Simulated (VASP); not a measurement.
# Si (P-4c2) in VASP: a series of runs

Si is run at these levels: PBE; tasks: single point, relaxation of cell and atoms.

Program: VASP 6.6.1. These are calculated values, not measurements. Logs are shortened: lines on timing, memory, paths and dates and some standing lists are left out, and cuts for length are marked.

## 1. The cell of the first run

Symmetry: P-4c2, No. 116, tetragonal system. The conventional cell has a = 4.775 Å, b = 4.775 Å, c = 5.887 Å, α = 90.00°, β = 90.00°, γ = 90.00°. Si (site symmetry 1) has 6 Si at 2.11 to 2.71 Å within 2.8 Å.

The cell was generated, and may not be a known phase.

## 2. Single point, PBE

The input, INCAR:

```
SYSTEM = Si
ALGO     = Normal         ! electronic algorithm
EDIFF    = 1E-6           ! SCF threshold, eV
ENCUT    = 520            ! plane-wave cutoff, eV
GGA      = PE             ! functional
ISIF     = 2              ! what is computed and relaxed
ISMEAR   = 0              ! smearing method
LASPH    = .TRUE.         ! aspherical terms in the spheres
LCHARG   = .FALSE.        ! write CHGCAR
LREAL    = .FALSE.        ! projectors in reciprocal space
LWAVE    = .FALSE.        ! write WAVECAR
NBANDS   = 26             ! bands
NELM     = 80             ! most SCF steps
PREC     = Accurate       ! precision mode
SIGMA    = 0.1            ! smearing width, eV
```

The input, KPOINTS:

```
k-points
0
G
  4 4 4
  0 0 0
```

The input, POSCAR:

```
Si
1.0
    4.7746498700      0.0000000000      0.0000000000
    0.0000000000      4.7746498700      0.0000000000
    0.0000000000      0.0000000000      5.8865038000
Si
8
Direct
    0.4612720000      0.7598320200      0.9035400000
    0.5387280000      0.7598320200      0.4035400000
    0.7598320200      0.5387280000      0.0964600000
    0.2401679800      0.4612720000      0.0964600000
    0.7598320200      0.4612720000      0.5964600000
    0.4612720000      0.2401679800      0.4035400000
    0.2401679800      0.5387280000      0.5964600000
    0.5387280000      0.2401679800      0.9035400000
```

Potentials or basis: VASP PAW PBE potentials, release 64 (Si).

Command:

```console
> cat potpaw_PBE.64/Si/POTCAR > POTCAR
> mpirun -np 1 vasp_std > vasp.out
```

OUTCAR:

```text
SYSTEM = Si
   EDIFF = 1E-6
   ENCUT = 520
   GGA = PE
   ISIF = 2
   ISMEAR = 0
   LASPH = .TRUE.
   LREAL = .FALSE.
   NELM = 80
   PREC = Accurate

 ion  position               nearest neighbor table
   1  0.461  0.760  0.904-   3 2.11   4 2.11   8 2.32   7 2.34   8 2.51   5 2.71   2 2.97   2 2.97

   2  0.539  0.760  0.404-   5 2.11   7 2.11   6 2.32   3 2.34   6 2.51   4 2.71   1 2.97   1 2.97

   3  0.760  0.539  0.096-   1 2.11   8 2.11   4 2.32   2 2.34   4 2.51   6 2.71   5 2.97   5 2.97

   4  0.240  0.461  0.096-   1 2.11   8 2.11   3 2.32   6 2.34   3 2.51   2 2.71   7 2.97   7 2.97

   5  0.760  0.461  0.596-   2 2.11   6 2.11   7 2.32   8 2.34   7 2.51   1 2.71   3 2.97   3 2.97

   6  0.461  0.240  0.404-   5 2.11   7 2.11   2 2.32   4 2.34   2 2.51   3 2.71   8 2.97   8 2.97

   7  0.240  0.539  0.596-   2 2.11   6 2.11   5 2.32   1 2.34   5 2.51   8 2.71   4 2.97   4 2.97

   8  0.539  0.240  0.904-   3 2.11   4 2.11   1 2.32   5 2.34   1 2.51   7 2.71   6 2.97   6 2.97

  LATTYP: Found a simple tetragonal cell.
 ALAT       =     4.7746498700
 C/A-ratio  =     1.2328660656

  Lattice vectors:

 A1 = (   4.7746498700,   0.0000000000,   0.0000000000)
 A2 = (   0.0000000000,   4.7746498700,   0.0000000000)
 A3 = (   0.0000000000,   0.0000000000,   5.8865038000)

Analysis of symmetry for initial positions (statically):
=====================================================================
 Subroutine PRICEL returns:
 Original cell was already a primitive cell.

 Routine SETGRP: Setting up the symmetry group for a
 simple tetragonal supercell.

 Subroutine GETGRP returns: Found  8 space group operations
 (whereof  4 operations were pure point group operations)
 out of a pool of 16 trial point group operations.

The static configuration has the point symmetry S_4 .
 The point group associated with its full space group is D_2d.

Analysis of symmetry for dynamics (positions and initial velocities):
=====================================================================
 Subroutine PRICEL returns:
 Original cell was already a primitive cell.

 Routine SETGRP: Setting up the symmetry group for a
 simple tetragonal supercell.

 Subroutine GETGRP returns: Found  8 space group operations
 (whereof  4 operations were pure point group operations)
 out of a pool of 16 trial point group operations.

The dynamic configuration has the point symmetry S_4 .
 The point group associated with its full space group is D_2d.

 Subroutine INISYM returns: Found  8 space group operations
 (whereof  4 operations are pure point group operations),
 and found     1 'primitive' translations

----------------------------------------------------------------------------------------

                                     Primitive cell

  volume of cell :     134.1963

  direct lattice vectors                    reciprocal lattice vectors
     4.774649870  0.000000000  0.000000000     0.209439441  0.000000000  0.000000000
     0.000000000  4.774649870  0.000000000     0.000000000  0.209439441  0.000000000
     0.000000000  0.000000000  5.886503800     0.000000000  0.000000000  0.169880125

  length of vectors
     4.774649870  4.774649870  5.886503800     0.209439441  0.209439441  0.169880125

  position of ions in fractional coordinates (direct lattice)
     0.461272000  0.759832020  0.903540000
     0.538728000  0.759832020  0.403540000
     0.759832020  0.538728000  0.096460000
     0.240167980  0.461272000  0.096460000
     0.759832020  0.461272000  0.596460000
     0.461272000  0.240167980  0.403540000
     0.240167980  0.538728000  0.596460000
     0.538728000  0.240167980  0.903540000

  ion indices of the primitive-cell ions
   primitive index   ion index
                 1           1
                 2           2
                 3           3
                 4           4
                 5           5
                 6           6
                 7           7
                 8           8

----------------------------------------------------------------------------------------

 KPOINTS: k-points

Automatic generation of k-mesh.
 Grid dimensions read from file:
 generate k-points for:    4    4    4

 Generating k-lattice:

  Cartesian coordinates                     Fractional coordinates (reciprocal lattice)
     0.052359860  0.000000000  0.000000000     0.250000000  0.000000000  0.000000000
     0.000000000  0.052359860  0.000000000     0.000000000  0.250000000  0.000000000
     0.000000000  0.000000000  0.042470031     0.000000000  0.000000000  0.250000000

  Length of vectors
     0.052359860  0.052359860  0.042470031

  Shift w.r.t. Gamma in fractional coordinates (k-lattice)
     0.000000000  0.000000000  0.000000000

 Subroutine IBZKPT returns following result:
 ===========================================

 Found     18 irreducible k-points:

 Following reciprocal coordinates:
            Coordinates               Weight
  0.000000  0.000000  0.000000      1.000000
  0.250000  0.000000  0.000000      4.000000
  0.500000  0.000000  0.000000      2.000000
  0.250000  0.250000  0.000000      4.000000
  0.500000  0.250000  0.000000      4.000000
  0.500000  0.500000  0.000000      1.000000
[... 10 lines left out ...]
  0.500000  0.250000  0.500000      4.000000
  0.500000  0.500000  0.500000      1.000000
   k-points           NKPTS =     18   k-points in BZ     NKDIM =     18   number of bands    NBANDS=     26
   number of dos      NEDOS =    301   number of ions     NIONS =      8
   total plane-waves  NPLWV =  62208
   dimension x,y,z NGX =    36 NGY =   36 NGZ =   48
   dimension x,y,z NGXF=    72 NGYF=   72 NGZF=   96
   ions per type =               8
   NGX,Y,Z   is equivalent  to a cutoff of  12.53, 12.53, 13.56 a.u.
   NGXF,Y,Z  is equivalent  to a cutoff of  25.07, 25.07, 27.11 a.u.
 SYSTEM =  Si
   PREC   = accura    normal or accurate (medium, high low for compatibility)
   ISTART =      0    job   : 0-new  1-cont  2-samecut
   ICHARG =      2    charge: 1-file 2-atom 10-const
   ISPIN  =      1    spin polarized calculation?
   LNONCOLLINEAR =      F non collinear calculations
   LSORBIT =      F    spin-orbit coupling
   LASPH  =      T    aspherical Exc in radial PAW
   ENCUT  =  520.0 eV  38.22 Ry    6.18 a.u.   8.88  8.88 10.94*2*pi/ulx,y,z
   NELM   =     80;   NELMIN=  2; NELMDL= -5     # of ELM steps
   EDIFF  = 0.1E-05   stopping-criterion for ELM
   LREAL  =      F    real-space projection
   EDIFFG = 0.1E-04   stopping-criterion for IOM
   NSW    =      0    number of steps for IOM
   IBRION =     -1    ionic relax: 0-MD 1-quasi-New 2-CG
   NFREE  =      0    steps in history (QN), initial steepest desc. (CG)
   ISIF   =      2    stress and relaxation
   ISYM   =      2    0-nonsym 1-usesym 2-fastsym
   POTIM  = 0.5000    time-step for ionic-motion
   TEBEG  =    0.0;   TEEND  =   0.0 temperature during run
   PSTRESS=    0.0 pullay stress
   NELECT =      32.0000    total number of electrons
   NUPDOWN=      -1.0000    fix difference up-down
   EMIN   =  10.00;   EMAX   =-10.00  energy-range for DOS
   EFERMI =   0.00;   METHOD = LEGACY
   ISMEAR =     0;   SIGMA  =   0.10  broadening in eV -4-tet -1-fermi 0-gaus
   EFERMI_NEDOS =   21; number of points for ismear=-14 and -15
   IALGO  =     38    algorithm
   IMIX   =      4    mixing-type and parameters
     AMIX     =   0.40;   BMIX     =  1.00
     AMIX_MAG =   1.60;   BMIX_MAG =  1.00
  volume/ion in A,a.u.               =      16.77       113.20
  Fermi-wavevector in a.u.,A,eV,Ry     =   1.015184  1.918419 14.022138  1.030598
  Thomas-Fermi vector in A             =   2.148455
   LORBIT       =      0    0 simple, 1 ext, 2 COOP (PROOUT), +10 PAW based schemes
   GGA     = PE    functional components
   LHFCALC =     F    Hartree Fock is set to
   AEXX    =    0.0000 exact exchange contribution
   IVDW    =     0    specifies the selected vdW correction
   LEPSILON=     F    determine dielectric tensor
   LRPA    =     F    only Hartree local field effects (RPA)
 non-spin polarized calculation
 Gauss-broadening in eV      SIGMA  =   0.10
  energy-cutoff  :      520.00
  volume of cell :      134.20
 maximum number of plane-waves:      3644
 NGX is ok and might be reduce to    36
   NGX = 17   NGY = 17   NGZ = 21

 number of electron      32.0000000 magnetization

 Free energy of the ion-electron system (eV)
  ---------------------------------------------------
  ext. energy  EPLUGINS =         0.00000000
  ---------------------------------------------------
  free energy    TOTEN  =       -34.40008325 eV

  energy without entropy =      -34.37859064  energy(sigma->0) =      -34.38933694

 E-fermi :   8.3079     XC(G=0):  -9.9109

 val. band max:        8.2228098133   @ k =   0.2500   0.2500   0.5000
 cond. band min:       8.3181064763   @ k =   0.2500   0.0000   0.2500
 fundamental gap:      0.0952966630
 Fermi energy:         8.3078870010

 k-point     1 :       0.0000    0.0000    0.0000
  band No.  band energies     occupation
      1      -7.3760      2.00000
      2      -4.2375      2.00000
      3      -2.2585      2.00000
      4      -0.3328      2.00000
      5      -0.3328      2.00000
      6       0.4514      2.00000
[... 18 lines left out ...]
     25      12.4692      0.00000
     26      13.7424      0.00000

 k-point     2 :       0.2500    0.0000    0.0000
  band No.  band energies     occupation
      1      -7.2007      2.00000
      2      -4.0833      2.00000
      3      -2.1192      2.00000
      4      -2.0742      2.00000
      5      -0.2074      2.00000
      6       0.8218      2.00000
[... 18 lines left out ...]
     25      12.7656      0.00000
[... 434 lines left out ...]
     25      12.7446      0.00000
     26      12.7446      0.00000

 k-point    18 :       0.5000    0.5000    0.5000
  band No.  band energies     occupation
      1      -5.6095      2.00000
      2      -5.6095      2.00000
      3      -2.0504      2.00000
      4      -2.0504      2.00000
      5      -1.5968      2.00000
      6      -1.5968      2.00000
[... 18 lines left out ...]
     25      14.1341      0.00000
     26      14.1439      0.00000

------------------------ aborting loop because EDIFF is reached ----------------------------------------

  FORCE on cell =-STRESS in cart. coord.  units (eV):
  Direction    XX          YY          ZZ          XY          YZ          ZX
  --------------------------------------------------------------------------------------
  -------------------------------------------------------------------------------------
  Total       28.2915339     28.2915339     30.4277487      0.0000000     -0.0000000      0.0000000
  in kB      337.7742893    337.7742893    363.2786830      0.0000000     -0.0000000      0.0000000
  external PRESSURE =     346.2757539 kB  Pullay stress =       0.0000000 kB

 VOLUME and BASIS-vectors are now :
 -----------------------------------------------------------------------------
  energy-cutoff  :      520.00
  volume of cell :      134.20
      direct lattice vectors                 reciprocal lattice vectors
     4.774649870  0.000000000  0.000000000     0.209439441  0.000000000  0.000000000
     0.000000000  4.774649870  0.000000000     0.000000000  0.209439441  0.000000000
     0.000000000  0.000000000  5.886503800     0.000000000  0.000000000  0.169880125

 POSITION                                       TOTAL-FORCE (eV/Angst)
 -----------------------------------------------------------------------------------
      2.20241      3.62793      5.31869        -0.377964      4.443973     -2.821521
      2.57224      3.62793      2.37544         0.377964      4.443973     -2.821521
      3.62793      2.57224      0.56781         4.443973      0.377964      2.821521
      1.14672      2.20241      0.56781        -4.443973     -0.377964      2.821521
      3.62793      2.20241      3.51106         4.443973     -0.377964      2.821521
      2.20241      1.14672      2.37544        -0.377964     -4.443973     -2.821521
      1.14672      2.57224      3.51106        -4.443973      0.377964      2.821521
      2.57224      1.14672      5.31869         0.377964     -4.443973     -2.821521
 -----------------------------------------------------------------------------------
    total drift:                                0.000000     -0.000000      0.000000

  FREE ENERGIE OF THE ION-ELECTRON SYSTEM (eV)
  ---------------------------------------------------
  free  energy   TOTEN  =       -34.4000832469 eV

  energy  without entropy=      -34.3785906360  energy(sigma->0) =      -34.38933694
```

Wall time 45 s (1 thread of Intel Xeon Platinum 8488C (Sapphire Rapids), shared host); peak memory 0.23 GiB.

What came out:

* Free energy: -34.4001 eV
* Pressure: 34.6 GPa
* Largest force: 5.278 eV/Å
* Band gap on the k mesh: zero (bands 16 and 17 overlap by 1.37 eV)

Forces in eV/Å, atoms in the order of the input:
```
Si  -0.378  4.444 -2.822
Si   0.378  4.444 -2.822
Si   4.444  0.378  2.822
Si  -4.444 -0.378  2.822
Si   4.444 -0.378  2.822
Si  -0.378 -4.444 -2.822
Si  -4.444  0.378  2.822
Si   0.378 -4.444 -2.822
```

Stress tensor (GPa, compression positive):
```
33.78  0.00  0.00
 0.00 33.78  0.00
 0.00  0.00 36.33
```

Caveat: the cell stands under pressure; forces of over 1 eV/Å act on the atoms, so gaps and moduli don't describe the material at rest.

## 3. Relaxation of cell and atoms, PBE

The input, INCAR:

```
SYSTEM = Si
  ALGO = Normal
  EDIFF = 1E-6
  EDIFFG = -0.04
  ENCUT = 600
  GGA = PE
  IBRION = 2
  ISIF = 3
  ISMEAR = 0
  LASPH = .TRUE.
  LCHARG = .FALSE.
  LREAL = .FALSE.
  LWAVE = .FALSE.
  NELM = 60
  NSW = 90
  PREC = Accurate
  SIGMA = 0.1
```

KPOINTS is that of step 2.

POSCAR is that of step 2.

Potentials or basis: VASP PAW PBE potentials, release 64 (Si).

Command:

```console
> cat potpaw_PBE.64/Si/POTCAR > POTCAR
> mpirun -np 1 vasp_std > vasp.out
```

Run time: 12 min. Hardware: 1 thread of Intel Xeon Platinum 8488C (Sapphire Rapids), shared host; peak memory 0.28 GiB.

The run converged. Its results:

```
Free energy                           : -39.1817 eV
Relaxed volume                        : 21.14 Å³/atom
Relaxed cell                          : a = 5.057 Å, b = 5.057 Å, c = 6.614 Å, α = 90.00°, β = 90.00°, γ = 90.00°
Space group after relaxing (to 0.1 Å) : P4_2/mmc (No. 131)
Energy gained by relaxing             : 597.6 meV/atom
Ionic steps                           : 26
Pressure after relaxing               : 0.0 GPa
Largest force after relaxing          : 0.032 eV/Å
Band gap on the k mesh                : zero (bands 16 and 17 overlap by 1.81 eV)
```

Forces on the atoms (eV/Å):
```
Si   0.028 -0.001 -0.014
Si  -0.028 -0.001 -0.014
Si  -0.001 -0.028  0.014
Si   0.001  0.028  0.014
Si  -0.001  0.028  0.014
Si   0.028  0.001 -0.014
Si   0.001 -0.028  0.014
Si  -0.028  0.001 -0.014
```

Stress tensor (GPa, compression positive):
```
 0.10  0.00  0.00
 0.00  0.10  0.00
 0.00  0.00 -0.17
```

Step by step:
```
step  energy change (eV)  largest force (eV/Å)  pressure (GPa)  volume (Å³)
   1              0.0000                5.2771           34.63       134.20
   2              0.0396                2.8266           -7.00       217.65
   3             -4.0838                1.3697            0.80       164.38
   4             -4.1225                1.2020            1.91       162.23
   5             -4.1362                1.0314            3.07       160.18
   6             -4.4154                0.2619           -0.61       169.67
   7             -4.4214                0.2050           -1.01       171.28
   8             -4.4878                0.2456            0.06       169.33
   9             -4.4878                0.4660            2.13       166.07
  10             -4.5122                0.3044            0.94       167.84
  11             -4.5490                0.2030            0.15       169.64
  12             -4.5503                0.1871           -0.01       170.04
  13             -4.5801                0.1797           -0.40       170.73
  14             -4.6077                0.2508           -1.03       172.10
  15             -4.6275                0.2557           -0.73       171.30
  16             -4.6727                0.3048            0.27       168.92
  17             -4.6505                0.5781            2.75       164.22
  18             -4.6858                0.3672            1.03       167.32
  19             -4.7112                0.3062            0.91       167.38
  20             -4.7465                0.2282            0.70       167.57
  21             -4.7588                0.1890            0.22       168.64
  22             -4.7681                0.1178           -0.77       171.01
  23             -4.7768                0.0601           -0.43       170.35
  24             -4.7786                0.0934           -0.17       169.89
  25             -4.7808                0.0410           -0.04       169.37
  26             -4.7810                0.0319            0.01       169.15
```

Final structure:
```xyz
8
Lattice="5.0571 0.0000 0.0000 0.0000 5.0571 0.0000 0.0000 0.0000 6.6141" Properties=species:S:1:pos:R:3 pbc="T T T"
Si    2.5123    3.8665    5.7898
Si    2.5448    3.8665    2.4827
Si    3.8665    2.5448    0.8243
Si    1.1906    2.5123    0.8243
Si    3.8665    2.5123    4.1314
Si    2.5123    1.1906    2.4827
Si    1.1906    2.5448    4.1314
Si    2.5448    1.1906    5.7898
```

Levels at points of the mesh, in eV from the Fermi level:
| k point | band 12 | band 13 | band 14 | band 15 | band 16 | band 17 | band 18 | band 19 | band 20 | band 21 |
| --- | --- | --- | --- | --- | --- | --- | --- | --- | --- | --- |
| (0.00, 0.00, 0.00) | -3.90 | -3.90 | -1.72 | -1.49 | -0.35 | -0.34 | 1.18 | 1.52 | 1.70 | 1.70 |
| (0.50, 0.00, 0.00) | -2.95 | -2.00 | -1.43 | -0.48 | -0.24 | 0.58 | 0.77 | 1.00 | 1.20 | 1.48 |
| (0.50, 0.50, 0.00) | -1.42 | -1.29 | -1.28 | -1.08 | 0.73 | 0.81 | 1.23 | 1.23 | 1.77 | 1.98 |
| (0.00, 0.00, 0.50) | -5.21 | -0.73 | -0.73 | -0.31 | -0.31 | -0.23 | -0.23 | 1.31 | 1.31 | 2.57 |
| (0.50, 0.00, 0.50) | -2.98 | -2.20 | -2.20 | 0.03 | 0.03 | 0.13 | 0.13 | 1.42 | 1.42 | 1.87 |
| (0.50, 0.50, 0.50) | -2.68 | -2.62 | -2.62 | 0.47 | 0.47 | 0.54 | 0.54 | 1.46 | 1.46 | 1.71 |

Caveat: the volume moved by over 15 % at a fixed basis, so the end points are rough.

The gap in the log of VASP goes by the Fermi energy; the results here count the filled bands.